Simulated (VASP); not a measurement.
# Rb (Pnma) in VASP: single point with PBE

Aim: the single point of Rb with PBE.

All numbers are computed with VASP 6.6.1; they aren't measurements. Logs are shortened: lines on timing, memory, paths and dates and some standing lists are left out, and cuts for length are marked.

**1. The cell of the first run**

The structure is orthorhombic, space group Pnma (No. 62). The conventional cell has a = 5.155 Å, b = 4.617 Å, c = 15.662 Å, α = 90.00°, β = 90.00°, γ = 90.00°.

**2. Single point, PBE**

File INCAR:

```
SYSTEM = Rb
PREC = Accurate ; ENCUT = 520
EDIFF = 1E-6 ; ISMEAR = 0
SIGMA = 0.1 ; LREAL = .FALSE.
LASPH = .TRUE. ; NELM = 100
ALGO = Fast ; ISIF = 2
LWAVE = .FALSE. ; LCHARG = .FALSE.
GGA = PE ; NBANDS = 26
```

File KPOINTS:

```
regular mesh
0
G
  4 4 2
  0 0 0
```

File POSCAR:

```
Rb
1.0
    5.1547512306      0.0000000000      0.0000000000
    0.0000000000      4.6172138120      0.0000000000
    0.0000000000      0.0000000000     15.6624590398
Rb
4
Direct
    0.2580818098      0.2500000000      0.8780645728
    0.2419181902      0.7500000000      0.3780645728
    0.7580818098      0.2500000000      0.6219354272
    0.7419181902      0.7500000000      0.1219354272
```

Potentials or basis: VASP PAW PBE potentials, release 64 (Rb_sv).

Launch:

```bash
$ cat potpaw_PBE.64/Rb_sv/POTCAR > POTCAR
$ mpirun -np 1 vasp_std > vasp.out
```

OUTCAR:

```text
SYSTEM = Rb
   PREC = Accurate
   ENCUT = 520
   EDIFF = 1E-6
   ISMEAR = 0
   LREAL = .FALSE.
   LASPH = .TRUE.
   NELM = 100
   ISIF = 2
   GGA = PE

 ion  position               nearest neighbor table
   1  0.258  0.250  0.878-   3 4.77   3 4.77   4 5.11   4 5.11   4 5.20   4 5.20
   2  0.242  0.750  0.378-   4 4.77   4 4.77   3 5.11   3 5.11   3 5.20   3 5.20
   3  0.758  0.250  0.622-   1 4.77   1 4.77   2 5.11   2 5.11   2 5.20   2 5.20
   4  0.742  0.750  0.122-   2 4.77   2 4.77   1 5.11   1 5.11   1 5.20   1 5.20

  LATTYP: Found a simple orthorhombic cell.
 ALAT       =     4.6172138120
 B/A-ratio  =     1.1164203003
 C/A-ratio  =     3.3921883797

  Lattice vectors:

 A1 = (   0.0000000000,  -4.6172138120,   0.0000000000)
 A2 = (   5.1547512306,   0.0000000000,   0.0000000000)
 A3 = (   0.0000000000,   0.0000000000,  15.6624590398)

Analysis of symmetry for initial positions (statically):
=====================================================================
 Subroutine PRICEL returns:
 Original cell was already a primitive cell.

 Routine SETGRP: Setting up the symmetry group for a
 simple orthorhombic supercell.

 Subroutine GETGRP returns: Found  8 space group operations
 (whereof  2 operations were pure point group operations)
 out of a pool of  8 trial point group operations.

The static configuration has the point symmetry S_2 .
 The point group associated with its full space group is D_2h.

Analysis of symmetry for dynamics (positions and initial velocities):
=====================================================================
 Subroutine PRICEL returns:
 Original cell was already a primitive cell.

 Routine SETGRP: Setting up the symmetry group for a
 simple orthorhombic supercell.

 Subroutine GETGRP returns: Found  8 space group operations
 (whereof  2 operations were pure point group operations)
 out of a pool of  8 trial point group operations.

The dynamic configuration has the point symmetry S_2 .
 The point group associated with its full space group is D_2h.

 Subroutine INISYM returns: Found  8 space group operations
 (whereof  2 operations are pure point group operations),
 and found     1 'primitive' translations

----------------------------------------------------------------------------------------

                                     Primitive cell

  volume of cell :     372.7757

  direct lattice vectors                    reciprocal lattice vectors
[... 84 lines left out ...]
   EDIFF  = 0.1E-05   stopping-criterion for ELM
   LREAL  =      F    real-space projection
   EDIFFG = 0.1E-04   stopping-criterion for IOM
   NSW    =      0    number of steps for IOM
   IBRION =     -1    ionic relax: 0-MD 1-quasi-New 2-CG
   NFREE  =      0    steps in history (QN), initial steepest desc. (CG)
   ISIF   =      2    stress and relaxation
   ISYM   =      2    0-nonsym 1-usesym 2-fastsym
   POTIM  = 0.5000    time-step for ionic-motion
   TEBEG  =    0.0;   TEEND  =   0.0 temperature during run
   PSTRESS=    0.0 pullay stress
   NELECT =      36.0000    total number of electrons
   NUPDOWN=      -1.0000    fix difference up-down
   EMIN   =  10.00;   EMAX   =-10.00  energy-range for DOS
   EFERMI =   0.00;   METHOD = LEGACY
   ISMEAR =     0;   SIGMA  =   0.10  broadening in eV -4-tet -1-fermi 0-gaus
   EFERMI_NEDOS =   21; number of points for ismear=-14 and -15
   IALGO  =     68    algorithm
   IMIX   =      4    mixing-type and parameters
     AMIX     =   0.40;   BMIX     =  1.00
     AMIX_MAG =   1.60;   BMIX_MAG =  1.00
  volume/ion in A,a.u.               =      93.19       628.90
  Fermi-wavevector in a.u.,A,eV,Ry     =   0.751092  1.419358  7.675579  0.564139
  Thomas-Fermi vector in A             =   1.847994
   LORBIT       =      0    0 simple, 1 ext, 2 COOP (PROOUT), +10 PAW based schemes
   GGA     = PE    functional components
   LHFCALC =     F    Hartree Fock is set to
   AEXX    =    0.0000 exact exchange contribution
   IVDW    =     0    specifies the selected vdW correction
   LEPSILON=     F    determine dielectric tensor
   LRPA    =     F    only Hartree local field effects (RPA)
 non-spin polarized calculation
 RMM-DIIS sequential band-by-band and
 Gauss-broadening in eV      SIGMA  =   0.10
  energy-cutoff  :      520.00
  volume of cell :      372.78
 maximum number of plane-waves:     10076
 NGX is ok and might be reduce to    40
   NGX = 19   NGY = 17   NGZ = 59

 number of electron      36.0000000 magnetization

 Free energy of the ion-electron system (eV)
  ---------------------------------------------------
  ext. energy  EPLUGINS =         0.00000000
  ---------------------------------------------------
  free energy    TOTEN  =        -3.57951606 eV

  energy without entropy =       -3.55501643  energy(sigma->0) =       -3.56726624

 E-fermi :   0.0236     XC(G=0):  -5.4016

 val. band max:       -0.0221869687   @ k =   0.5000   0.0000   0.0000
 cond. band min:       0.0356845590   @ k =   0.0000   0.2500   0.5000
 fundamental gap:      0.0578715276
 Fermi energy:         0.0236287752

 k-point     1 :       0.0000    0.0000    0.0000
  band No.  band energies     occupation
      1     -28.9887      2.00000
      2     -28.9869      2.00000
      3     -28.9859      2.00000
      4     -28.9840      2.00000
      5     -13.1270      2.00000
      6     -13.0873      2.00000
[... 511 lines left out ...]
     25       1.9027      0.00000
     26       1.9027      0.00000

------------------------ aborting loop because EDIFF is reached ----------------------------------------

  FORCE on cell =-STRESS in cart. coord.  units (eV):
  Direction    XX          YY          ZZ          XY          YZ          ZX
  --------------------------------------------------------------------------------------
  -------------------------------------------------------------------------------------
  Total       -0.2894415      0.0369952      0.4125668      0.0000000      0.0000000      0.0000000
  in kB       -1.2440097      0.1590043      1.7731980      0.0000000      0.0000000      0.0000000
  external PRESSURE =       0.2293975 kB  Pullay stress =       0.0000000 kB

 VOLUME and BASIS-vectors are now :
 -----------------------------------------------------------------------------
  energy-cutoff  :      520.00
  volume of cell :      372.78
      direct lattice vectors                 reciprocal lattice vectors
     5.154751231  0.000000000  0.000000000     0.193995783  0.000000000  0.000000000
     0.000000000  4.617213812  0.000000000     0.000000000  0.216580830  0.000000000
     0.000000000  0.000000000 15.662459040     0.000000000  0.000000000  0.063846935

 POSITION                                       TOTAL-FORCE (eV/Angst)
 -----------------------------------------------------------------------------------
      1.33035      1.15430     13.75265        -0.006652     -0.000000      0.030045
      1.24703      3.46291      5.92142         0.006652      0.000000      0.030045
      3.90772      1.15430      9.74104        -0.006652     -0.000000     -0.030045
      3.82440      3.46291      1.90981         0.006652     -0.000000     -0.030045
 -----------------------------------------------------------------------------------
    total drift:                               -0.000000      0.000000      0.000000

  FREE ENERGIE OF THE ION-ELECTRON SYSTEM (eV)
  ---------------------------------------------------
  free  energy   TOTEN  =        -3.5795160630 eV

  energy  without entropy=       -3.5550164269  energy(sigma->0) =       -3.56726624
```

Wall time 5 min (1 thread of Oxide Virtual Turin-like, shared host); peak memory 0.43 GiB.

Results:

* Free energy: -3.5795 eV
* Pressure: 0.0 GPa
* Largest force: 0.031 eV/Å
* Band gap on the k mesh: zero (bands 18 and 19 overlap by 2.09 eV)

Forces in eV/Å, atoms in the order of the input:
```
Rb  -0.007  0.000  0.030
Rb   0.007  0.000  0.030
Rb  -0.007  0.000 -0.030
Rb   0.007  0.000 -0.030
```

The gap in the log of VASP goes by the Fermi energy; the results here count the filled bands.